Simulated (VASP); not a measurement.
# CdS (Greenockite) (P6_3mc) in VASP: further runs, part 2 of 2

VASP 6.6.1.

### Step 4. Single point, LDA

This run uses another cell than the first one, of 27.13 Å³/atom, 1.052 times its volume.

INCAR

```
SYSTEM = CdS
PREC = Accurate ; ENCUT = 520
EDIFF = 1E-6 ; ISMEAR = 0
SIGMA = 0.01 ; LREAL = .FALSE.
LASPH = .TRUE. ; NELM = 80
ALGO = Normal ; ISIF = 2
LWAVE = .FALSE. ; LCHARG = .FALSE.
NBANDS = 26
```

KPOINTS

```
regular mesh
0
G
  5 5 3
  0 0 0
```

POSCAR

```
CdS
1.0
    4.2578401072      0.0000000000      0.0000000000
   -2.1289200536      3.6873972613      0.0000000000
    0.0000000000      0.0000000000      6.9120647717
Cd S
2 2
Direct
    0.3333333333      0.6666666667      0.0000000000
    0.6666666667      0.3333333333      0.5000000000
    0.3333333333      0.6666666667      0.3750000000
    0.6666666667      0.3333333333      0.8750000000
```

Potentials or basis: VASP PAW LDA potentials, release 64 (Cd, S).

On the command line:

```sh
$ cat potpaw_LDA.64/Cd/POTCAR potpaw_LDA.64/S/POTCAR > POTCAR
$ mpirun -np 1 vasp_std > vasp.out
```

OUTCAR:

```text
SYSTEM = CdS
   PREC = Accurate
   ENCUT = 520
   EDIFF = 1E-6
   ISMEAR = 0
   LREAL = .FALSE.
   LASPH = .TRUE.
   NELM = 80
   ISIF = 2

 ion  position               nearest neighbor table
   1  0.333  0.667  0.000-   3 2.59   4 2.61   4 2.61   4 2.61
   2  0.667  0.333  0.500-   4 2.59   3 2.61   3 2.61   3 2.61
   3  0.333  0.667  0.375-   1 2.59   2 2.61   2 2.61   2 2.61
   4  0.667  0.333  0.875-   2 2.59   1 2.61   1 2.61   1 2.61

  LATTYP: Found a hexagonal cell.
 ALAT       =     4.2578401072
 C/A-ratio  =     1.6233734940

  Lattice vectors:

 A1 = (   4.2578401072,   0.0000000000,   0.0000000000)
 A2 = (  -2.1289200536,   3.6873972613,   0.0000000000)
 A3 = (   0.0000000000,   0.0000000000,   6.9120647717)

Analysis of symmetry for initial positions (statically):
=====================================================================
 Subroutine PRICEL returns:
 Original cell was already a primitive cell.

 Routine SETGRP: Setting up the symmetry group for a
 hexagonal supercell.

 Subroutine GETGRP returns: Found 12 space group operations
 (whereof  6 operations were pure point group operations)
[... 155 lines left out ...]

 E-fermi :   0.4481     XC(G=0):  -9.1795

 val. band max:        0.3972421184   @ k =   0.0000   0.0000   0.0000
 cond. band min:       1.1488813517   @ k =   0.0000   0.0000   0.0000
 fundamental gap:      0.7516392333
 Fermi energy:         0.4480569337

 k-point     1 :       0.0000    0.0000    0.0000
  band No.  band energies     occupation
      1     -11.4516      2.00000
      2     -11.0798      2.00000
      3      -7.0913      2.00000
      4      -7.0718      2.00000
      5      -7.0718      2.00000
      6      -7.0029      2.00000
[... 279 lines left out ...]
     25       8.6938      0.00000
     26       9.1046      0.00000

------------------------ aborting loop because EDIFF is reached ----------------------------------------

  FORCE on cell =-STRESS in cart. coord.  units (eV):
  Direction    XX          YY          ZZ          XY          YZ          ZX
  --------------------------------------------------------------------------------------
  -------------------------------------------------------------------------------------
  Total       -4.2428949     -4.2428939     -4.0160696      0.0000000      0.0000000     -0.0000000
  in kB      -62.6405810    -62.6405662    -59.2918137      0.0000000      0.0000000     -0.0000000
  external PRESSURE =     -61.5243203 kB  Pullay stress =       0.0000000 kB

 VOLUME and BASIS-vectors are now :
 -----------------------------------------------------------------------------
  energy-cutoff  :      520.00
  volume of cell :      108.52
      direct lattice vectors                 reciprocal lattice vectors
     4.257840107  0.000000000  0.000000000     0.234860863  0.135596998  0.000000000
    -2.128920054  3.687397261  0.000000000     0.000000000  0.271193997  0.000000000
     0.000000000  0.000000000  6.912064772     0.000000000  0.000000000  0.144674570

 POSITION                                       TOTAL-FORCE (eV/Angst)
 -----------------------------------------------------------------------------------
     -0.00000      2.45826      0.00000         0.000000      0.000000     -0.045936
      2.12892      1.22913      3.45603        -0.000000     -0.000000     -0.045936
     -0.00000      2.45826      2.59202        -0.000000     -0.000000      0.045936
      2.12892      1.22913      6.04806         0.000000      0.000000      0.045936
 -----------------------------------------------------------------------------------
    total drift:                               -0.000000     -0.000000      0.000115

  FREE ENERGIE OF THE ION-ELECTRON SYSTEM (eV)
  ---------------------------------------------------
  free  energy   TOTEN  =       -14.5426084010 eV

  energy  without entropy=      -14.5426084010  energy(sigma->0) =      -14.54260840
```

OSZICAR:

```text
N       E                     dE             d eps       ncg     rms          rms(c)
DAV:   1     0.244937170807E+03    0.24494E+03   -0.17431E+04   520   0.126E+03
DAV:   2    -0.129997802063E+01   -0.24624E+03   -0.23723E+03   576   0.313E+02
DAV:   3    -0.154327306880E+02   -0.14133E+02   -0.14038E+02   604   0.748E+01
DAV:   4    -0.155987872530E+02   -0.16606E+00   -0.16584E+00   584   0.773E+00
DAV:   5    -0.156013619598E+02   -0.25747E-02   -0.25745E-02   618   0.966E-01    0.943E+00
DAV:   6    -0.145921620596E+02    0.10092E+01   -0.18598E+00   682   0.135E+01    0.758E+00
DAV:   7    -0.145563780738E+02    0.35784E-01   -0.48536E-01   554   0.381E+00    0.366E+00
DAV:   8    -0.145446788681E+02    0.11699E-01   -0.64503E-02   534   0.232E+00    0.388E-01
DAV:   9    -0.145425959926E+02    0.20829E-02   -0.11087E-02   622   0.119E+00    0.104E-01
DAV:  10    -0.145425937989E+02    0.21936E-05   -0.80324E-04   570   0.237E-01    0.947E-02
DAV:  11    -0.145426176654E+02   -0.23866E-04   -0.82010E-05   570   0.563E-02    0.639E-02
DAV:  12    -0.145426083976E+02    0.92678E-05   -0.42388E-05   556   0.335E-02    0.134E-02
DAV:  13    -0.145426084010E+02   -0.33733E-08   -0.67453E-06   570   0.196E-02
   1 F= -.14542608E+02 E0= -.14542608E+02  d E =-.918674E-15
```

stdout:

```text
POSCAR found type information on POSCAR CdS
 POSCAR found :  2 types and       4 ions
 scaLAPACK will be used
 LDA part: xc-table for (Slater(with rela. corr.)+CA(PZ))
 , standard interpolation
 POSCAR, INCAR and KPOINTS ok, starting setup
 FFT: planning ... GRIDC
 FFT: planning ... GRID_SOFT
 FFT: planning ... GRID
 WAVECAR not read
 entering main loop
```

It took 17 s on 1 thread of Intel Xeon Platinum 8375C at 2.90GHz (Ice Lake), shared host; peak memory 0.19 GiB.

Results:

```
Free energy            : -14.5426 eV
Pressure               : -6.2 GPa
Largest force          : 0.046 eV/Å
Band gap on the k mesh : 0.75 eV, direct
```

Forces in eV/Å, atoms in the order of the input:
```
Cd   0.000  0.000 -0.046
Cd   0.000  0.000 -0.046
S    0.000  0.000  0.046
S    0.000  0.000  0.046
```

Stress tensor (GPa, compression positive):
```
-6.26  0.00  0.00
 0.00 -6.26  0.00
 0.00  0.00 -5.93
```

A hybrid or GW would open this gap; LDA tends to underestimate it.

### Step 5. Summary

```csv
cell,gap on the mesh (eV),pressure (GPa),largest force (eV/Å)
"a = 4.187, b = 4.187, c = 6.796 Å, angles 90.0, 90.0, 120.0°, 4 atoms",0.87,-4.0,0.06
"a = 4.223, b = 4.223, c = 6.855 Å, angles 90.0, 90.0, 120.0°, 4 atoms",0.81,-5.2,0.05
"a = 4.258, b = 4.258, c = 6.912 Å, angles 90.0, 90.0, 120.0°, 4 atoms",0.75,-6.2,0.05
```

Alike in all rows: task single point; level LDA; potentials or basis VASP PAW LDA potentials, release 64 (Cd, S); no spin polarisation; k mesh 5 × 5 × 3; cutoff (eV) 520; smearing gaussian 0.01 eV.

Total energies depend on the potentials used, so only differences within one code and one set of settings carry meaning.
